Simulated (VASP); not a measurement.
# BN (P6_3/mmc) in VASP: further runs, part 2 of 3

VASP 6.6.1. Earlier steps stand in the parts before.

## Step 3: Electric field gradients, LDA

The input, INCAR:

```
SYSTEM = BN
PREC = Accurate
ENCUT = 520
EDIFF = 1E-8
ISMEAR = -1
SIGMA = 0.02
LREAL = .False.
LASPH = .True.
NELM = 80
ALGO = Normal
ISIF = 2
LWAVE = .False.
LCHARG = .False.
LEFG = .True.
NBANDS = 16
```

The input, KPOINTS:

```
regular mesh
0
Gamma
  13 13 5
  0 0 0
```

The input, POSCAR:

```
BN
1.0
    2.5400000000      0.0000000000      0.0000000000
   -1.2700000000      2.1997045256      0.0000000000
    0.0000000000      0.0000000000      6.5980000000
B N
2 2
Direct
    0.3333333333      0.6666666667      0.2500000000
    0.6666666667      0.3333333333      0.7500000000
    0.3333333333      0.6666666667      0.7500000000
    0.6666666667      0.3333333333      0.2500000000
```

Potentials or basis: VASP PAW LDA potentials, release 64 (B, N).

On the command line:

```bash
> cat potpaw_LDA.64/B/POTCAR potpaw_LDA.64/N/POTCAR > POTCAR
> mpirun -np 1 vasp_std > vasp.out
```

OUTCAR:

```text
SYSTEM = BN
   PREC = Accurate
   ENCUT = 520
   EDIFF = 1E-8
   ISMEAR = -1
   LREAL = .False.
   LASPH = .True.
   NELM = 80
   ISIF = 2

 ion  position               nearest neighbor table
   1  0.333  0.667  0.250-   4 1.47   4 1.47   4 1.47
   2  0.667  0.333  0.750-   3 1.47   3 1.47   3 1.47
   3  0.333  0.667  0.750-   2 1.47   2 1.47   2 1.47
   4  0.667  0.333  0.250-   1 1.47   1 1.47   1 1.47

  LATTYP: Found a hexagonal cell.
 ALAT       =     2.5400000000
 C/A-ratio  =     2.5976377953

  Lattice vectors:

 A1 = (   2.5400000000,   0.0000000000,   0.0000000000)
 A2 = (  -1.2700000000,   2.1997045256,   0.0000000000)
 A3 = (   0.0000000000,   0.0000000000,   6.5980000000)

Analysis of symmetry for initial positions (statically):
=====================================================================
 Subroutine PRICEL returns:
 Original cell was already a primitive cell.

 Routine SETGRP: Setting up the symmetry group for a
 hexagonal supercell.

 Subroutine GETGRP returns: Found 24 space group operations
 (whereof 12 operations were pure point group operations)
 out of a pool of 24 trial point group operations.

The static configuration has the point symmetry D_3d.
 The point group associated with its full space group is D_6h.

Analysis of symmetry for dynamics (positions and initial velocities):
=====================================================================
 Subroutine PRICEL returns:
 Original cell was already a primitive cell.

 Routine SETGRP: Setting up the symmetry group for a
 hexagonal supercell.

[... 171 lines left out ...]
      6       0.6255      2.00000
[... 433 lines left out ...]
      3      -3.3491      2.00000
      4      -1.5700      2.00000
      5      -1.0260      2.00000
      6      -0.9754      2.00000
[... 8 lines left out ...]
     15      14.9161      0.00000
     16      15.0213      0.00000

 [... further k-points ...]
[... 5 lines left out ...]
  --------------------------------------------------------------------------------------
  -------------------------------------------------------------------------------------
  Total       -4.6385099     -4.6385099     -0.1490476      0.0000000     -0.0000000      0.0000000
  in kB     -201.5945077   -201.5945077     -6.4777641      0.0000000     -0.0000000      0.0000000
  external PRESSURE =    -136.5555932 kB  Pullay stress =       0.0000000 kB

 VOLUME and BASIS-vectors are now :
 -----------------------------------------------------------------------------
  energy-cutoff  :      520.00
  volume of cell :       36.86
      direct lattice vectors                 reciprocal lattice vectors
     2.540000000  0.000000000  0.000000000     0.393700787  0.227303256  0.000000000
    -1.270000000  2.199704526  0.000000000     0.000000000  0.454606511  0.000000000
     0.000000000  0.000000000  6.598000000     0.000000000  0.000000000  0.151561079

 POSITION                                       TOTAL-FORCE (eV/Angst)
 -----------------------------------------------------------------------------------
     -0.00000      1.46647      1.64950        -0.000000     -0.000000      0.000000
      1.27000      0.73323      4.94850         0.000000      0.000000      0.000000
     -0.00000      1.46647      4.94850         0.000000     -0.000000      0.000000
      1.27000      0.73323      1.64950        -0.000000      0.000000      0.000000
 -----------------------------------------------------------------------------------
    total drift:                               -0.000000      0.000000      0.000000

  FREE ENERGIE OF THE ION-ELECTRON SYSTEM (eV)
  ---------------------------------------------------
  free  energy   TOTEN  =       -38.4885820756 eV

  energy  without entropy=      -38.4885820756  energy(sigma->0) =      -38.48858208

 Electric field gradients (V/A^2)
---------------------------------------------------------------------
 ion       V_xx      V_yy      V_zz      V_xy      V_xz      V_yz
---------------------------------------------------------------------
   1     -17.047   -17.047    34.095    -0.000    -0.000     0.000
   2     -17.047   -17.047    34.095    -0.000     0.000    -0.000
   3      -0.884    -0.884     1.768     0.001    -0.000     0.000
   4      -0.884    -0.884     1.768     0.001     0.000    -0.000
---------------------------------------------------------------------

 Electric field gradients after diagonalization (V/A^2)
 (convention: |V_zz| > |V_xx| > |V_yy|)
----------------------------------------------------------------------
 ion       V_xx      V_yy      V_zz     asymmetry (V_yy - V_xx)/ V_zz
----------------------------------------------------------------------
   1     -17.047   -17.047    34.095       0.000
   2     -17.047   -17.047    34.095       0.000
   3      -0.885    -0.883     1.768       0.001
   4      -0.885    -0.883     1.768       0.001
----------------------------------------------------------------------

           NMR quadrupolar parameters

 Cq : quadrupolar parameter    Cq=e*Q*V_zz/h
 eta: asymmetry parameters     (V_yy - V_xx)/ V_zz
 Q  : nuclear electric quadrupole moment in mb (millibarn)
----------------------------------------------------------------------
 ion       Cq(MHz)       eta       Q (mb)
----------------------------------------------------------------------
   1       0.082       0.000       1.000
   2       0.082       0.000       1.000
   3       0.004       0.001       1.000
   4       0.004       0.001       1.000
----------------------------------------------------------------------
```

Run time: 20 s. Hardware: 1 thread of AMD EPYC 9R45 (Zen 5), shared host; peak memory 0.12 GiB.

Results:

```yaml
Free_energy: -38.4886 eV
Pressure: -13.7 GPa
Band_gap_on_the_k_mesh: 4.01 eV, indirect (least direct gap 4.37 eV)
```

Electric field gradients, principal values (V/Å²):
| atom | least | middle | greatest (by size) |
| --- | --- | --- | --- |
| 1 B | -17.047 | -17.047 | 34.095 |
| 2 B | -17.047 | -17.047 | 34.095 |
| 3 N | -0.883 | -0.885 | 1.768 |
| 4 N | -0.883 | -0.885 | 1.768 |

Caveat: without QUAD_EFG the Cq values of the log hold for a quadrupole moment of 1 mb, not for the nuclei.

## Step 4: Electric field gradients, PBE

The input, INCAR:

```
PREC = Accurate
ENCUT = 520
EDIFF = 1E-8
ISMEAR = 1
SIGMA = 0.001
LREAL = F
LASPH = T
NELM = 100
ALGO = Normal
ISIF = 2
LWAVE = F
LCHARG = F
GGA = PE
LEFG = T
NBANDS = 16
```

The input, KPOINTS:

```
regular mesh
0
Gamma
  13 13 5
```

POSCAR is that of step 3.

Potentials or basis: VASP PAW PBE potentials, release 64 (B, N).

On the command line:

```bash
> cat potpaw_PBE.64/B/POTCAR potpaw_PBE.64/N/POTCAR > POTCAR
> mpirun -np 1 vasp_std > vasp.out
```

OUTCAR:

```text
PREC = Accurate
   ENCUT = 520
   EDIFF = 1E-8
   ISMEAR = 1
   LREAL = F
   LASPH = T
   NELM = 100
   ISIF = 2
   GGA = PE

 ion  position               nearest neighbor table
   1  0.333  0.667  0.250-   4 1.47   4 1.47   4 1.47
   2  0.667  0.333  0.750-   3 1.47   3 1.47   3 1.47
   3  0.333  0.667  0.750-   2 1.47   2 1.47   2 1.47
   4  0.667  0.333  0.250-   1 1.47   1 1.47   1 1.47

  LATTYP: Found a hexagonal cell.
 ALAT       =     2.5400000000
 C/A-ratio  =     2.5976377953

  Lattice vectors:

 A1 = (   2.5400000000,   0.0000000000,   0.0000000000)
 A2 = (  -1.2700000000,   2.1997045256,   0.0000000000)
 A3 = (   0.0000000000,   0.0000000000,   6.5980000000)

Analysis of symmetry for initial positions (statically):
=====================================================================
 Subroutine PRICEL returns:
 Original cell was already a primitive cell.

 Routine SETGRP: Setting up the symmetry group for a
 hexagonal supercell.

 Subroutine GETGRP returns: Found 24 space group operations
 (whereof 12 operations were pure point group operations)
 out of a pool of 24 trial point group operations.

The static configuration has the point symmetry D_3d.
 The point group associated with its full space group is D_6h.

Analysis of symmetry for dynamics (positions and initial velocities):
=====================================================================
 Subroutine PRICEL returns:
 Original cell was already a primitive cell.

 Routine SETGRP: Setting up the symmetry group for a
 hexagonal supercell.

 Subroutine GETGRP returns: Found 24 space group operations
 (whereof 12 operations were pure point group operations)
 out of a pool of 24 trial point group operations.

The dynamic configuration has the point symmetry D_3d.
 The point group associated with its full space group is D_6h.

 Subroutine INISYM returns: Found 24 space group operations
 (whereof 12 operations are pure point group operations),
 and found     1 'primitive' translations

----------------------------------------------------------------------------------------

                                     Primitive cell

  volume of cell :      36.8647

  direct lattice vectors                    reciprocal lattice vectors
     2.540000000  0.000000000  0.000000000     0.393700787  0.227303256  0.000000000
    -1.270000000  2.199704526  0.000000000     0.000000000  0.454606511  0.000000000
     0.000000000  0.000000000  6.598000000     0.000000000  0.000000000  0.151561079

  length of vectors
     2.540000000  2.540000000  6.598000000     0.454606511  0.454606511  0.151561079

  position of ions in fractional coordinates (direct lattice)
     0.333333333  0.666666667  0.250000000
     0.666666667  0.333333333  0.750000000
     0.333333333  0.666666667  0.750000000
     0.666666667  0.333333333  0.250000000

  ion indices of the primitive-cell ions
   primitive index   ion index
                 1           1
                 2           2
                 3           3
                 4           4

[... 83 lines left out ...]
   NUPDOWN=      -1.0000    fix difference up-down
   EMIN   =  10.00;   EMAX   =-10.00  energy-range for DOS
   EFERMI =   0.00;   METHOD = LEGACY
   ISMEAR =     1;   SIGMA  =   0.00  broadening in eV -4-tet -1-fermi 0-gaus
   EFERMI_NEDOS =   21; number of points for ismear=-14 and -15
   IALGO  =     38    algorithm
   IMIX   =      4    mixing-type and parameters
     AMIX     =   0.40;   BMIX     =  1.00
     AMIX_MAG =   1.60;   BMIX_MAG =  1.00
  volume/ion in A,a.u.               =       9.22        62.19
  Fermi-wavevector in a.u.,A,eV,Ry     =   1.239495  2.342305 20.903274  1.536347
  Thomas-Fermi vector in A             =   2.373976
   LORBIT       =      0    0 simple, 1 ext, 2 COOP (PROOUT), +10 PAW based schemes
   GGA     = PE    functional components
   LHFCALC =     F    Hartree Fock is set to
   AEXX    =    0.0000 exact exchange contribution
   IVDW    =     0    specifies the selected vdW correction
   LEPSILON=     F    determine dielectric tensor
   LRPA    =     F    only Hartree local field effects (RPA)
 non-spin polarized calculation
 Methfessel and Paxton  Order N= 1 SIGMA  =   0.00
  energy-cutoff  :      520.00
  volume of cell :       36.86
 maximum number of plane-waves:      1007
 NGX is ok and might be reduce to    20
   NGX =  9   NGY =  9   NGZ = 25

 number of electron      16.0000000 magnetization

 Free energy of the ion-electron system (eV)
  ---------------------------------------------------
  ext. energy  EPLUGINS =         0.00000000
  ---------------------------------------------------
  free energy    TOTEN  =       -35.12467241 eV

  energy without entropy =      -35.12467241  energy(sigma->0) =      -35.12467241

 E-fermi :   2.2519     XC(G=0): -10.0241

 val. band max:        2.1904515654   @ k =   0.3077   0.3077   0.0000
 cond. band min:       6.3956855148   @ k =   0.4615   0.0769   0.0000
 fundamental gap:      4.2052339495
 Fermi energy:         2.2518714471

 k-point     1 :       0.0000    0.0000    0.0000
  band No.  band energies     occupation
      1     -15.4116      2.00000
      2     -15.0982      2.00000
      3      -3.8919      2.00000
      4      -1.6708      2.00000
      5       0.7644      2.00000
      6       0.7644      2.00000
[... 433 lines left out ...]
      3      -3.1139      2.00000
      4      -1.4062      2.00000
      5      -0.9148      2.00000
      6      -0.8647      2.00000
[... 8 lines left out ...]
     15      15.1713      0.00000
     16      15.2735      0.00000

 [... further k-points ...]
[... 5 lines left out ...]
  --------------------------------------------------------------------------------------
  -------------------------------------------------------------------------------------
  Total       -2.5292622     -2.5292622      0.6692470      0.0000000     -0.0000000      0.0000000
  in kB     -109.9243878   -109.9243878     29.0861748      0.0000000     -0.0000000      0.0000000
  external PRESSURE =     -63.5875336 kB  Pullay stress =       0.0000000 kB

 VOLUME and BASIS-vectors are now :
 -----------------------------------------------------------------------------
  energy-cutoff  :      520.00
  volume of cell :       36.86
      direct lattice vectors                 reciprocal lattice vectors
     2.540000000  0.000000000  0.000000000     0.393700787  0.227303256  0.000000000
    -1.270000000  2.199704526  0.000000000     0.000000000  0.454606511  0.000000000
     0.000000000  0.000000000  6.598000000     0.000000000  0.000000000  0.151561079

 POSITION                                       TOTAL-FORCE (eV/Angst)
 -----------------------------------------------------------------------------------
     -0.00000      1.46647      1.64950         0.000000     -0.000000      0.000000
      1.27000      0.73323      4.94850        -0.000000      0.000000      0.000000
     -0.00000      1.46647      4.94850        -0.000000      0.000000      0.000000
      1.27000      0.73323      1.64950         0.000000     -0.000000      0.000000
 -----------------------------------------------------------------------------------
    total drift:                               -0.000000      0.000000      0.000000

  FREE ENERGIE OF THE ION-ELECTRON SYSTEM (eV)
  ---------------------------------------------------
  free  energy   TOTEN  =       -35.1246724095 eV

  energy  without entropy=      -35.1246724095  energy(sigma->0) =      -35.12467241

 Electric field gradients (V/A^2)
---------------------------------------------------------------------
 ion       V_xx      V_yy      V_zz      V_xy      V_xz      V_yz
---------------------------------------------------------------------
   1     -17.065   -17.065    34.130     0.000    -0.000     0.000
   2     -17.065   -17.065    34.130     0.000     0.000    -0.000
   3       1.543     1.542    -3.085    -0.001    -0.000     0.000
   4       1.543     1.542    -3.085    -0.001     0.000    -0.000
---------------------------------------------------------------------

 Electric field gradients after diagonalization (V/A^2)
 (convention: |V_zz| > |V_xx| > |V_yy|)
----------------------------------------------------------------------
 ion       V_xx      V_yy      V_zz     asymmetry (V_yy - V_xx)/ V_zz
----------------------------------------------------------------------
   1     -17.065   -17.065    34.130       0.000
   2     -17.065   -17.065    34.130       0.000
   3       1.544     1.541    -3.085       0.001
   4       1.544     1.541    -3.085       0.001
----------------------------------------------------------------------

           NMR quadrupolar parameters

 Cq : quadrupolar parameter    Cq=e*Q*V_zz/h
 eta: asymmetry parameters     (V_yy - V_xx)/ V_zz
 Q  : nuclear electric quadrupole moment in mb (millibarn)
----------------------------------------------------------------------
 ion       Cq(MHz)       eta       Q (mb)
----------------------------------------------------------------------
   1       0.083       0.000       1.000
   2       0.083       0.000       1.000
   3      -0.007       0.001       1.000
   4      -0.007       0.001       1.000
----------------------------------------------------------------------
```

Wall time 23 s (1 thread of AMD EPYC 9R45 (Zen 5), shared host); peak memory 0.13 GiB.

Results:

```yaml
Free_energy: -35.1247 eV
Pressure: -6.4 GPa
Band_gap_on_the_k_mesh: 4.21 eV, indirect (least direct gap 4.55 eV)
```

Electric field gradients, principal values (V/Å²):
| atom | least | middle | greatest (by size) |
| --- | --- | --- | --- |
| 1 B | -17.065 | -17.065 | 34.130 |
| 2 B | -17.065 | -17.065 | 34.130 |
| 3 N | 1.541 | 1.544 | -3.085 |
| 4 N | 1.541 | 1.544 | -3.085 |

Caveat: without QUAD_EFG the Cq values of the log hold for a quadrupole moment of 1 mb, not for the nuclei; this functional lacks dispersion, which binds the layers, so the pressure and a relaxed spacing across them are unreliable. As with any semilocal functional, this PBE gap is likely too small.

(Part 2 of 3 ends here.)
